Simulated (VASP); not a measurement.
# CoO (Fm-3m) in VASP: single point with LDA+U

Aim: the single point of CoO with LDA+U.

Everything below comes from runs of VASP 6.6.1. Logs are shortened: lines on timing, memory, paths and dates and some standing lists are left out, and cuts for length are marked.

### Step 1. The cell of the first run

Symmetry: Fm-3m, No. 225, cubic system. Conventional cell: a = 4.260 Å, b = 4.260 Å, c = 4.260 Å, α = 90.00°, β = 90.00°, γ = 90.00°. Co (site symmetry m-3m) has 6 O at 2.13 Å within 2.8 Å. Within 2.8 Å of O (site symmetry m-3m) lie 6 Co at 2.13 Å.

### Step 2. Single point, LDA+U, collinear spin, antiferromagnetic start

The input, INCAR:

```
SYSTEM = CoO
  ALGO = Normal
  EDIFF = 1E-6
  ENCUT = 520
  ISIF = 2
  ISMEAR = 0
  ISPIN = 2
  LASPH = .TRUE.
  LCHARG = .TRUE.
  LDAU = .TRUE.
  LDAUJ = 0 0
  LDAUL = 2 -1
  LDAUPRINT = 1
  LDAUTYPE = 2
  LDAUU = 4 0
  LELF = .TRUE.
  LMAXMIX = 4
  LORBIT = 11
  LREAL = .FALSE.
  LVHAR = .TRUE.
  LWAVE = .FALSE.
  MAGMOM = 3 -3 0 0
  NBANDS = 27
  NELM = 150
  PREC = Accurate
  SIGMA = 0.02
```

The input, KPOINTS:

```
k-points
0
G
  6 6 6
  0 0 0
```

The input, POSCAR:

```
CoO
1.0
    2.1300000000      2.1300000000      4.2600000000
    4.2600000000      2.1300000000      2.1300000000
    2.1300000000      4.2600000000      2.1300000000
Co O
2 2
Direct
    0.0000000000      0.0000000000      0.0000000000
    0.5000000000      0.5000000000      0.5000000000
    0.2500000000      0.2500000000      0.2500000000
    0.7500000000      0.7500000000      0.7500000000
```

Potentials or basis: VASP PAW LDA potentials, release 64 (Co, O).

Run with:

```sh
$ cat potpaw_LDA.64/Co/POTCAR potpaw_LDA.64/O/POTCAR > POTCAR
$ mpirun -np 1 vasp_std > vasp.out
```

OUTCAR:

```text
SYSTEM = CoO
   EDIFF = 1E-6
   ENCUT = 520
   ISIF = 2
   ISMEAR = 0
   ISPIN = 2
   LASPH = .TRUE.
   LORBIT = 11
   LREAL = .FALSE.
   NELM = 150
   PREC = Accurate

 ion  position               nearest neighbor table
   1  0.000  0.000  0.000-   4 2.13   4 2.13   4 2.13   3 2.13   3 2.13   3 2.13   2 3.01   2 3.01
                             2 3.01   2 3.01   2 3.01   2 3.01
   2  0.500  0.500  0.500-   3 2.13   3 2.13   3 2.13   4 2.13   4 2.13   4 2.13   1 3.01   1 3.01
                             1 3.01   1 3.01   1 3.01   1 3.01
   3  0.250  0.250  0.250-   1 2.13   1 2.13   1 2.13   2 2.13   2 2.13   2 2.13
   4  0.750  0.750  0.750-   2 2.13   2 2.13   2 2.13   1 2.13   1 2.13   1 2.13

  LATTYP: Found a trigonal (rhomboedric) cell.
 ALAT       =     5.2174131521
 COS(alpha) =     0.8333333333

  Lattice vectors:

 A1 = (   2.1300000000,   2.1300000000,   4.2600000000)
 A2 = (   4.2600000000,   2.1300000000,   2.1300000000)
 A3 = (   2.1300000000,   4.2600000000,   2.1300000000)

Analysis of symmetry for initial positions (statically):
=====================================================================
 Subroutine PRICEL returns following result:

  LATTYP: Found a face centered cubic cell.
 ALAT       =     4.2600000000
[... 12 lines left out ...]
 Subroutine GETGRP returns: Found 12 space group operations
 (whereof 12 operations were pure point group operations)
 out of a pool of 12 trial point group operations.

The static configuration has the point symmetry D_3d.

Analysis of symmetry for dynamics (positions and initial velocities):
=====================================================================
 Subroutine PRICEL returns following result:

  LATTYP: Found a face centered cubic cell.
 ALAT       =     4.2600000000
[... 12 lines left out ...]
 Subroutine GETGRP returns: Found 12 space group operations
 (whereof 12 operations were pure point group operations)
 out of a pool of 12 trial point group operations.

The dynamic configuration has the point symmetry D_3d.

Analysis of structural, dynamic, and magnetic symmetry:
=====================================================================
 Subroutine PRICEL returns following result:

  LATTYP: Found a face centered cubic cell.
 ALAT       =     4.2600000000
[... 12 lines left out ...]
 Subroutine GETGRP returns: Found 12 space group operations
 (whereof 12 operations were pure point group operations)
 out of a pool of 12 trial point group operations.

The overall configuration has the point symmetry D_3d.

 Subroutine INISYM returns: Found 12 space group operations
 (whereof 12 operations are pure point group operations),
 and found     2 'primitive' translations

----------------------------------------------------------------------------------------

                                     Primitive cell

  volume of cell :      19.3272

  direct lattice vectors                    reciprocal lattice vectors
    -2.130000000  2.130000000  0.000000000    -0.234741784  0.234741784  0.234741784
     0.000000000  2.130000000 -2.130000000     0.234741784  0.234741784 -0.234741784
    -2.130000000  0.000000000 -2.130000000    -0.234741784 -0.234741784 -0.234741784

  length of vectors
     3.012274888  3.012274888  3.012274888     0.406584697  0.406584697  0.406584697

  position of ions in fractional coordinates (direct lattice)
     0.000000000  0.000000000  0.000000000
     0.500000000  0.500000000  0.500000000

  ion indices of the primitive-cell ions
   primitive index   ion index
                 1           1
                 2           3

----------------------------------------------------------------------------------------

 KPOINTS: k-points

Automatic generation of k-mesh.
 Grid dimensions read from file:
 generate k-points for:    6    6    6

 Generating k-lattice:

  Cartesian coordinates                     Fractional coordinates (reciprocal lattice)
    -0.019561815 -0.019561815  0.058685446     0.166666667  0.000000000  0.000000000
     0.058685446 -0.019561815 -0.019561815     0.000000000  0.166666667  0.000000000
[... 82 lines left out ...]
   LORBIT       =     11    0 simple, 1 ext, 2 COOP (PROOUT), +10 PAW based schemes
 LDA+U is selected, type is set to LDAUTYPE =  2
   angular momentum for each species LDAUL =     2   -1
   U (eV)           for each species LDAUU =   4.0  0.0
   J (eV)           for each species LDAUJ =   0.0  0.0
   GGA     = CA    functional components
   LHFCALC =     F    Hartree Fock is set to
   AEXX    =    0.0000 exact exchange contribution
   IVDW    =     0    specifies the selected vdW correction
   LEPSILON=     F    determine dielectric tensor
   LRPA    =     F    only Hartree local field effects (RPA)
 spin polarized calculation
 Gauss-broadening in eV      SIGMA  =   0.02
  energy-cutoff  :      520.00
  volume of cell :       38.65
 maximum number of plane-waves:      1056
   NGX = 19   NGY = 19   NGZ = 19

 number of electron      29.9999996 magnetization      -0.0000000

atom =   1  type =  1  l = 2

 onsite density matrix

spin component  1

  0.9678  0.0014 -0.0009  0.0014  0.0000
  0.0014  0.9678  0.0005  0.0014 -0.0008
 -0.0009  0.0005  1.0065  0.0005 -0.0000
  0.0014  0.0014  0.0005  0.9678  0.0008
  0.0000 -0.0008 -0.0000  0.0008  1.0065

spin component  2

  0.6347 -0.2935 -0.1233 -0.2935  0.0000
 -0.2935  0.6347  0.0617 -0.2935 -0.1068
 -0.1233  0.0617  0.1907  0.0617 -0.0000
 -0.2935 -0.2935  0.0617  0.6347  0.1068
  0.0000 -0.1068 -0.0000  0.1068  0.1907

 occupancies and eigenvectors

  o =  0.0477  v =  0.0000  0.0000  0.0000  0.0000  0.0000  0.5774  0.5774 -0.0000  0.5774 -0.0000      0.0000  0.0000  0.0000  0.0000  0.0000  0.0000  0.0000  0.0000  0.0000  0.0000
  o =  0.1609  v =  0.0000  0.0000  0.0000  0.0000  0.0000  0.1576 -0.0729  0.9802 -0.0847  0.0425      0.0000  0.0000  0.0000  0.0000  0.0000  0.0000  0.0000  0.0000  0.0000  0.0000
  o =  0.1609  v =  0.0000  0.0000  0.0000  0.0000  0.0000 -0.0068  0.1399 -0.0425 -0.1331  0.9802      0.0000  0.0000  0.0000  0.0000  0.0000  0.0000  0.0000  0.0000  0.0000  0.0000
  o =  0.9579  v =  0.0000  0.0000  0.0000  0.0000  0.0000  0.4979  0.2945 -0.1201 -0.7925 -0.1513      0.0000  0.0000  0.0000  0.0000  0.0000  0.0000  0.0000  0.0000  0.0000  0.0000
  o =  0.9579  v =  0.0000  0.0000  0.0000  0.0000  0.0000 -0.6276  0.7450  0.1513 -0.1174 -0.1201      0.0000  0.0000  0.0000  0.0000  0.0000  0.0000  0.0000  0.0000  0.0000  0.0000
  o =  0.9663  v =  0.6775 -0.7329  0.0233  0.0554 -0.0156  0.0000  0.0000  0.0000  0.0000  0.0000      0.0000  0.0000  0.0000  0.0000  0.0000  0.0000  0.0000  0.0000  0.0000  0.0000
  o =  0.9663  v =  0.4552  0.3591  0.0156 -0.8143  0.0233  0.0000  0.0000  0.0000  0.0000  0.0000      0.0000  0.0000  0.0000  0.0000  0.0000  0.0000  0.0000  0.0000  0.0000  0.0000
  o =  0.9706  v = -0.5774 -0.5774  0.0000 -0.5774  0.0000  0.0000  0.0000  0.0000  0.0000  0.0000      0.0000  0.0000  0.0000  0.0000  0.0000  0.0000  0.0000  0.0000  0.0000  0.0000
  o =  1.0065  v =  0.0000 -0.0198 -0.0000  0.0198  0.9996  0.0000  0.0000  0.0000  0.0000  0.0000      0.0000  0.0000  0.0000  0.0000  0.0000  0.0000  0.0000  0.0000  0.0000  0.0000
  o =  1.0065  v =  0.0229 -0.0114 -0.9996 -0.0114 -0.0000  0.0000  0.0000  0.0000  0.0000  0.0000      0.0000  0.0000  0.0000  0.0000  0.0000  0.0000  0.0000  0.0000  0.0000  0.0000

atom =   2  type =  1  l = 2

 onsite density matrix

spin component  1

  0.6347 -0.2935 -0.1233 -0.2935  0.0000
 -0.2935  0.6347  0.0617 -0.2935 -0.1068
 -0.1233  0.0617  0.1907  0.0617 -0.0000
 -0.2935 -0.2935  0.0617  0.6347  0.1068
  0.0000 -0.1068 -0.0000  0.1068  0.1907

spin component  2

  0.9678  0.0014 -0.0009  0.0014  0.0000
  0.0014  0.9678  0.0005  0.0014 -0.0008
 -0.0009  0.0005  1.0065  0.0005  0.0000
  0.0014  0.0014  0.0005  0.9678  0.0008
  0.0000 -0.0008  0.0000  0.0008  1.0065

 occupancies and eigenvectors

  o =  0.0477  v =  0.5774  0.5774 -0.0000  0.5774 -0.0000  0.0000  0.0000  0.0000  0.0000  0.0000      0.0000  0.0000  0.0000  0.0000  0.0000  0.0000  0.0000  0.0000  0.0000  0.0000
  o =  0.1609  v =  0.1576 -0.0724  0.9801 -0.0852  0.0459  0.0000  0.0000  0.0000  0.0000  0.0000      0.0000  0.0000  0.0000  0.0000  0.0000  0.0000  0.0000  0.0000  0.0000  0.0000
  o =  0.1609  v = -0.0074  0.1402 -0.0459 -0.1328  0.9801  0.0000  0.0000  0.0000  0.0000  0.0000      0.0000  0.0000  0.0000  0.0000  0.0000  0.0000  0.0000  0.0000  0.0000  0.0000
  o =  0.9579  v =  0.3643  0.4358 -0.0879 -0.8001 -0.1721  0.0000  0.0000  0.0000  0.0000  0.0000      0.0000  0.0000  0.0000  0.0000  0.0000  0.0000  0.0000  0.0000  0.0000  0.0000
  o =  0.9579  v = -0.7135  0.6722  0.1721  0.0413 -0.0879  0.0000  0.0000  0.0000  0.0000  0.0000      0.0000  0.0000  0.0000  0.0000  0.0000  0.0000  0.0000  0.0000  0.0000  0.0000
  o =  0.9663  v =  0.0000  0.0000  0.0000  0.0000  0.0000 -0.7180  0.6951 -0.0246  0.0229  0.0133      0.0000  0.0000  0.0000  0.0000  0.0000  0.0000  0.0000  0.0000  0.0000  0.0000
  o =  0.9663  v =  0.0000  0.0000  0.0000  0.0000  0.0000 -0.3881 -0.4277 -0.0133  0.8159 -0.0246      0.0000  0.0000  0.0000  0.0000  0.0000  0.0000  0.0000  0.0000  0.0000  0.0000
  o =  0.9706  v =  0.0000  0.0000  0.0000  0.0000  0.0000  0.5774  0.5774 -0.0000  0.5774 -0.0000      0.0000  0.0000  0.0000  0.0000  0.0000  0.0000  0.0000  0.0000  0.0000  0.0000
  o =  1.0065  v =  0.0000  0.0000  0.0000  0.0000  0.0000  0.0000 -0.0198  0.0000  0.0198  0.9996      0.0000  0.0000  0.0000  0.0000  0.0000  0.0000  0.0000  0.0000  0.0000  0.0000
  o =  1.0065  v =  0.0000  0.0000  0.0000  0.0000  0.0000 -0.0229  0.0114  0.9996  0.0114 -0.0000      0.0000  0.0000  0.0000  0.0000  0.0000  0.0000  0.0000  0.0000  0.0000  0.0000

 number of electron      29.9999996 magnetization       0.0000000

 Free energy of the ion-electron system (eV)
  ---------------------------------------------------
  ext. energy  EPLUGINS =         0.00000000
  ---------------------------------------------------
  free energy    TOTEN  =       -26.58749942 eV

  energy without entropy =      -26.58749942  energy(sigma->0) =      -26.58749942

 E-fermi :   6.6567     XC(G=0): -12.8522

 val. band max:        6.4807068547   @ k =   0.5000   0.5000   0.0000
 cond. band min:       8.5899277484   @ k =   0.5000   0.5000   0.5000
 fundamental gap:      2.1092208937
 Fermi energy:         6.6566790578

 spin component 1

 k-point     1 :       0.0000    0.0000    0.0000
  band No.  band energies     occupation
      1     -11.9466      1.00000
      2     -10.6119      1.00000
      3      -0.5278      1.00000
      4       1.2135      1.00000
      5       1.2135      1.00000
      6       2.9042      1.00000
[... 1433 lines left out ...]
     26      22.9973      0.00000
     27      24.2735      0.00000

 [... further k-points ...]

------------------------ aborting loop because EDIFF is reached ----------------------------------------

  FORCE on cell =-STRESS in cart. coord.  units (eV):
  Direction    XX          YY          ZZ          XY          YZ          ZX
  --------------------------------------------------------------------------------------
  -------------------------------------------------------------------------------------
  Total       -3.6421868     -3.6421868     -3.6421868     -0.0492403     -0.0492403     -0.0492403
  in kB     -150.9642110   -150.9642110   -150.9642110     -2.0409491     -2.0409491     -2.0409491
  external PRESSURE =    -150.9642110 kB  Pullay stress =       0.0000000 kB

 VOLUME and BASIS-vectors are now :
 -----------------------------------------------------------------------------
  energy-cutoff  :      520.00
  volume of cell :       38.65
      direct lattice vectors                 reciprocal lattice vectors
     2.130000000  2.130000000  4.260000000    -0.117370892 -0.117370892  0.352112676
     4.260000000  2.130000000  2.130000000     0.352112676 -0.117370892 -0.117370892
     2.130000000  4.260000000  2.130000000    -0.117370892  0.352112676 -0.117370892

 POSITION                                       TOTAL-FORCE (eV/Angst)
 -----------------------------------------------------------------------------------
      0.00000      0.00000      0.00000        -0.000000      0.000000      0.000000
      4.26000      4.26000      4.26000        -0.000000      0.000000      0.000000
      2.13000      2.13000      2.13000         0.000000     -0.000000      0.000000
      6.39000      6.39000      6.39000         0.000000      0.000000     -0.000000
 -----------------------------------------------------------------------------------
    total drift:                               -0.000000     -0.000000      0.000000

  FREE ENERGIE OF THE ION-ELECTRON SYSTEM (eV)
  ---------------------------------------------------
  free  energy   TOTEN  =       -26.5874994195 eV

  energy  without entropy=      -26.5874994195  energy(sigma->0) =      -26.58749942

 total charge

# of ion       s       p       d       tot
------------------------------------------
    1        0.306   0.371   7.176   7.854
    2        0.306   0.371   7.176   7.854
    3        1.541   3.422   0.000   4.963
    4        1.541   3.422   0.000   4.963
--------------------------------------------------
tot          3.695   7.587  14.352  25.634

 magnetization (x)

# of ion       s       p       d       tot
------------------------------------------
    1        0.001   0.000   2.629   2.631
    2       -0.001  -0.000  -2.629  -2.631
    3        0.000   0.000   0.000   0.000
    4        0.000   0.000   0.000   0.000
--------------------------------------------------
tot          0.000   0.000   0.000   0.000
```

It took 2.5 min on 1 thread of AMD EPYC 9R45 (Zen 5), shared host; peak memory 0.2 GiB.

Results:

```
Free energy                                           : -26.5875 eV
Pressure                                              : -15.1 GPa
Band gap on the k mesh                                : 2.11 eV
Net moment                                            : 0.00 μB per cell
Site moments                                          : Co +2.63, -2.63; O +0.00 μB
Valence electrons inside the program's atomic spheres : Co 7.85; O 4.96
```

Stress tensor (GPa, compression positive):
```
-15.10  -0.20  -0.20
 -0.20 -15.10  -0.20
 -0.20  -0.20 -15.10
```

Eigenvalues of the final occupation matrices:
| site | spin | trace | eigenvalues |
| --- | --- | --- | --- |
| site 1 d | 1 | 4.92 | 0.97 0.97 0.97 1.01 1.01 |
| site 1 d | 2 | 2.29 | 0.05 0.16 0.16 0.96 0.96 |
| site 2 d | 1 | 2.29 | 0.05 0.16 0.16 0.96 0.96 |
| site 2 d | 2 | 4.92 | 0.97 0.97 0.97 1.01 1.01 |
